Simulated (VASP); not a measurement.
# Ir (Fm-3m) in VASP: notebook

Ir is run at these levels: PBE; tasks: single point.

All numbers are computed with VASP 6.6.1; they aren't measurements. Logs are shortened: lines on timing, memory, paths and dates and some standing lists are left out, and cuts for length are marked.

## Step 1: The cell of the first run

It takes space group Fm-3m (No. 225, cubic). The conventional cell has a = 3.947 Å, b = 3.947 Å, c = 3.947 Å, α = 90.00°, β = 90.00°, γ = 90.00°. Within 3.7 Å of Ir (site symmetry m-3m) lie 12 Ir at 2.79 Å.

## Step 2: Single point, PBE (volume scaled by 1.06)

INCAR

```
SYSTEM = Ir
PREC = Accurate ; ENCUT = 500
EDIFF = 1E-6 ; ISMEAR = 0
SIGMA = 0.1 ; LREAL = .FALSE.
LASPH = .TRUE. ; NELM = 120
ALGO = Normal ; ISIF = 2
LWAVE = .FALSE. ; LCHARG = .TRUE.
GGA = PE ; LELF = .TRUE.
LVHAR = .TRUE. ; NBANDS = 10
GGA_COMPAT = .FALSE.
```

KPOINTS

```
Automatic mesh
0
G
  18 18 18
  0 0 0
```

POSCAR

```
Ir
1.0
    0.0000000000      1.9732877642      1.9732877642
    1.9732877642      0.0000000000      1.9732877642
    1.9732877642      1.9732877642      0.0000000000
Ir
1
Direct
    0.0000000000      0.0000000000      0.0000000000
```

Potentials or basis: VASP PAW PBE potentials, release 64 (Ir).

Command:

```console
cat potpaw_PBE.64/Ir/POTCAR > POTCAR
mpirun -np 1 vasp_std > vasp.out
```

OUTCAR:

```text
SYSTEM = Ir
   PREC = Accurate
   ENCUT = 500
   EDIFF = 1E-6
   ISMEAR = 0
   LREAL = .FALSE.
   LASPH = .TRUE.
   NELM = 120
   ISIF = 2
   GGA = PE

 ion  position               nearest neighbor table
   1  0.000  0.000  0.000-

  LATTYP: Found a face centered cubic cell.
 ALAT       =     3.9465755284

  Lattice vectors:

 A1 = (   0.0000000000,   1.9732877642,   1.9732877642)
 A2 = (   1.9732877642,   0.0000000000,   1.9732877642)
 A3 = (   1.9732877642,   1.9732877642,   0.0000000000)

Analysis of symmetry for initial positions (statically):
=====================================================================
 Subroutine PRICEL returns:
 Original cell was already a primitive cell.

 Routine SETGRP: Setting up the symmetry group for a
 face centered cubic supercell.

 Subroutine GETGRP returns: Found 48 space group operations
[... 9 lines left out ...]

 Routine SETGRP: Setting up the symmetry group for a
 face centered cubic supercell.

 Subroutine GETGRP returns: Found 48 space group operations
[... 11 lines left out ...]
                                     Primitive cell

  volume of cell :      15.3674

  direct lattice vectors                    reciprocal lattice vectors
     0.000000000  1.973287764  1.973287764    -0.253384230  0.253384230  0.253384230
     1.973287764  0.000000000  1.973287764     0.253384230 -0.253384230  0.253384230
     1.973287764  1.973287764  0.000000000     0.253384230  0.253384230 -0.253384230

  length of vectors
     2.790650319  2.790650319  2.790650319     0.438874360  0.438874360  0.438874360

  position of ions in fractional coordinates (direct lattice)
     0.000000000  0.000000000  0.000000000

  ion indices of the primitive-cell ions
   primitive index   ion index
                 1           1

----------------------------------------------------------------------------------------

 KPOINTS: Automatic mesh

Automatic generation of k-mesh.
 Grid dimensions read from file:
 generate k-points for:   18   18   18

 Generating k-lattice:

  Cartesian coordinates                     Fractional coordinates (reciprocal lattice)
    -0.014076902  0.014076902  0.014076902     0.055555556  0.000000000  0.000000000
     0.014076902 -0.014076902  0.014076902     0.000000000  0.055555556  0.000000000
     0.014076902  0.014076902 -0.014076902     0.000000000  0.000000000  0.055555556

  Length of vectors
[... 49 lines left out ...]
   ISPIN  =      1    spin polarized calculation?
   LNONCOLLINEAR =      F non collinear calculations
   LSORBIT =      F    spin-orbit coupling
   LASPH  =      T    aspherical Exc in radial PAW
   ENCUT  =  500.0 eV  36.75 Ry    6.06 a.u.   5.09  5.09  5.09*2*pi/ulx,y,z
   NELM   =    120;   NELMIN=  2; NELMDL= -5     # of ELM steps
   EDIFF  = 0.1E-05   stopping-criterion for ELM
   LREAL  =      F    real-space projection
   EDIFFG = 0.1E-04   stopping-criterion for IOM
   NSW    =      0    number of steps for IOM
   IBRION =     -1    ionic relax: 0-MD 1-quasi-New 2-CG
   NFREE  =      0    steps in history (QN), initial steepest desc. (CG)
   ISIF   =      2    stress and relaxation
   ISYM   =      2    0-nonsym 1-usesym 2-fastsym
   POTIM  = 0.5000    time-step for ionic-motion
   TEBEG  =    0.0;   TEEND  =   0.0 temperature during run
   PSTRESS=    0.0 pullay stress
   NELECT =       9.0000    total number of electrons
   NUPDOWN=      -1.0000    fix difference up-down
   EMIN   =  10.00;   EMAX   =-10.00  energy-range for DOS
   EFERMI =   0.00;   METHOD = LEGACY
   ISMEAR =     0;   SIGMA  =   0.10  broadening in eV -4-tet -1-fermi 0-gaus
   EFERMI_NEDOS =   21; number of points for ismear=-14 and -15
   IALGO  =     38    algorithm
   IMIX   =      4    mixing-type and parameters
     AMIX     =   0.40;   BMIX     =  1.00
     AMIX_MAG =   1.60;   BMIX_MAG =  1.00
  volume/ion in A,a.u.               =      15.37       103.70
  Fermi-wavevector in a.u.,A,eV,Ry     =   1.369689  2.588337 25.525176  1.876047
  Thomas-Fermi vector in A             =   2.495542
   LORBIT       =      0    0 simple, 1 ext, 2 COOP (PROOUT), +10 PAW based schemes
   GGA     = PE    functional components
   LHFCALC =     F    Hartree Fock is set to
   AEXX    =    0.0000 exact exchange contribution
   IVDW    =     0    specifies the selected vdW correction
   LEPSILON=     F    determine dielectric tensor
   LRPA    =     F    only Hartree local field effects (RPA)
 non-spin polarized calculation
 Gauss-broadening in eV      SIGMA  =   0.10
  energy-cutoff  :      500.00
  volume of cell :       15.37
 maximum number of plane-waves:       397
   NGX = 11   NGY = 11   NGZ = 11

 number of electron       9.0000000 magnetization

 Free energy of the ion-electron system (eV)
  ---------------------------------------------------
  ext. energy  EPLUGINS =         0.00000000
  ---------------------------------------------------
  free energy    TOTEN  =        -8.80578876 eV

  energy without entropy =       -8.79977450  energy(sigma->0) =       -8.80278163

 E-fermi :   9.0459     XC(G=0): -13.4994

 val. band max:        9.0292461868   @ k =  -0.3333   0.3333   0.0000
 cond. band min:       9.0474520661   @ k =   0.3333   0.1111   0.0556
 fundamental gap:      0.0182058794
 Fermi energy:         9.0458627101

 k-point     1 :       0.0000    0.0000    0.0000
  band No.  band energies     occupation
      1      -1.2230      2.00000
      2       5.6031      2.00000
      3       5.6031      2.00000
      4       5.6031      2.00000
      5       7.9569      2.00000
      6       7.9569      2.00000
      7      23.4856      0.00000
      8      28.5860      0.00000
      9      28.5860      0.00000
     10      28.5860      0.00000
[... 287 lines left out ...]
 k-point    24 :      -0.2222    0.0556    0.0000
  band No.  band energies     occupation
      1       0.8499      2.00000
      2       5.0094      2.00000
      3       6.0116      2.00000
      4       6.0936      2.00000
      5       7.7242      2.00000
      6       8.4684      2.00000
      7      22.7594      0.00000
      8      25.5761      0.00000
      9      30.1344      0.00000
     10      31.4549      0.00000

 [... further k-points ...]
[... 5 lines left out ...]
  --------------------------------------------------------------------------------------
  -------------------------------------------------------------------------------------
  Total       -1.6482917     -1.6482917     -1.6482917      0.0000000      0.0000000      0.0000000
  in kB     -171.8475707   -171.8475707   -171.8475707      0.0000000      0.0000000      0.0000000
  external PRESSURE =    -171.8475707 kB  Pullay stress =       0.0000000 kB

 VOLUME and BASIS-vectors are now :
 -----------------------------------------------------------------------------
  energy-cutoff  :      500.00
  volume of cell :       15.37
      direct lattice vectors                 reciprocal lattice vectors
     0.000000000  1.973287764  1.973287764    -0.253384230  0.253384230  0.253384230
     1.973287764  0.000000000  1.973287764     0.253384230 -0.253384230  0.253384230
     1.973287764  1.973287764  0.000000000     0.253384230  0.253384230 -0.253384230

 POSITION                                       TOTAL-FORCE (eV/Angst)
 -----------------------------------------------------------------------------------
      0.00000      0.00000      0.00000         0.000000      0.000000      0.000000
 -----------------------------------------------------------------------------------
    total drift:                                0.000000      0.000000     -0.000000

  FREE ENERGIE OF THE ION-ELECTRON SYSTEM (eV)
  ---------------------------------------------------
  free  energy   TOTEN  =        -8.8057887619 eV

  energy  without entropy=       -8.7997744978  energy(sigma->0) =       -8.80278163
```

OSZICAR:

```text
N       E                     dE             d eps       ncg     rms          rms(c)
DAV:   1     0.458023580275E+02    0.45802E+02   -0.42466E+03  3940   0.780E+02
DAV:   2    -0.849212874283E+01   -0.54294E+02   -0.50983E+02  3992   0.189E+02
DAV:   3    -0.938883611185E+01   -0.89671E+00   -0.89165E+00  4640   0.296E+01
DAV:   4    -0.939681671682E+01   -0.79806E-02   -0.79772E-02  4400   0.260E+00
DAV:   5    -0.939698672541E+01   -0.17001E-03   -0.17000E-03  4402   0.364E-01    0.121E+01
DAV:   6    -0.888512750133E+01    0.51186E+00   -0.10414E+00  4358   0.122E+01    0.469E+00
DAV:   7    -0.881123062327E+01    0.73897E-01   -0.25161E-01  4588   0.547E+00    0.151E+00
DAV:   8    -0.880784385320E+01    0.33868E-02   -0.21052E-03  4202   0.480E-01    0.911E-01
DAV:   9    -0.880578111777E+01    0.20627E-02   -0.13189E-03  4434   0.488E-01    0.151E-02
DAV:  10    -0.880578821855E+01   -0.71008E-05   -0.71646E-06  5076   0.229E-02    0.212E-02
DAV:  11    -0.880578876190E+01   -0.54335E-06   -0.53370E-07  2732   0.890E-03
   1 F= -.88057888E+01 E0= -.88027816E+01  d E =-.601426E-02
```

stdout:

```text
POSCAR found type information on POSCAR Ir
 POSCAR found :  1 types and       1 ions
 scaLAPACK will be used
 LDA part: xc-table for (Slater+PW92), standard interpolation
 POSCAR, INCAR and KPOINTS ok, starting setup
 FFT: planning ... GRIDC
 FFT: planning ... GRID_SOFT
 FFT: planning ... GRID
 WAVECAR not read
 entering main loop
```

Wall time 12 s (1 thread of Intel Xeon Platinum 8488C (Sapphire Rapids), shared host); peak memory 0.15 GiB.

What came out:

| Property | Result |
| --- | --- |
| Free energy | -8.8058 eV |
| Pressure | -17.2 GPa |

Caveat: spin-orbit coupling is left out, which moves the levels of the heavy elements.

## Step 3: Single point, PBE (volume scaled by 1.10)

INCAR

```
ALGO = Normal
EDIFF = 1E-6
ENCUT = 500
GGA = PE
GGA_COMPAT = False
ISIF = 2
ISMEAR = 0
LASPH = True
LCHARG = True
LELF = True
LREAL = False
LVHAR = True
LWAVE = False
NBANDS = 10
NELM = 120
PREC = Accurate
SIGMA = 0.1
```

KPOINTS

```
k-points
0
Gamma
  18 18 18
```

POSCAR

```
Ir
1.0
    0.0000000000      1.9978031624      1.9978031624
    1.9978031624      0.0000000000      1.9978031624
    1.9978031624      1.9978031624      0.0000000000
Ir
1
Direct
    0.0000000000      0.0000000000      0.0000000000
```

Potentials or basis: VASP PAW PBE potentials, release 64 (Ir).

Command:

```console
cat potpaw_PBE.64/Ir/POTCAR > POTCAR
mpirun -np 1 vasp_std > vasp.out
```

It took 12 s on 1 thread of Intel Xeon Platinum 8488C (Sapphire Rapids), shared host; peak memory 0.16 GiB.

It converged, with:

- Free energy: -8.7278 eV
- Pressure: -25.7 GPa

Levels at points of the mesh, in eV from the Fermi level:
| k point | band 1 | band 2 | band 3 | band 4 | band 5 | band 6 | band 7 | band 8 | band 9 |
| --- | --- | --- | --- | --- | --- | --- | --- | --- | --- |
| (0.00, 0.00, 0.00) | -9.89 | -3.25 | -3.25 | -3.25 | -1.03 | -1.03 | 14.49 | 19.37 | 19.37 |
| (0.50, 0.00, 0.00) | -6.92 | -3.32 | -3.32 | -0.44 | 0.69 | 0.69 | 6.11 | 14.01 | 18.73 |
| (0.50, 0.50, 0.00) | -6.64 | -6.14 | 0.65 | 1.15 | 1.15 | 1.74 | 8.96 | 11.14 | 11.14 |

Caveat: spin-orbit coupling is left out, which moves the levels of the heavy elements.
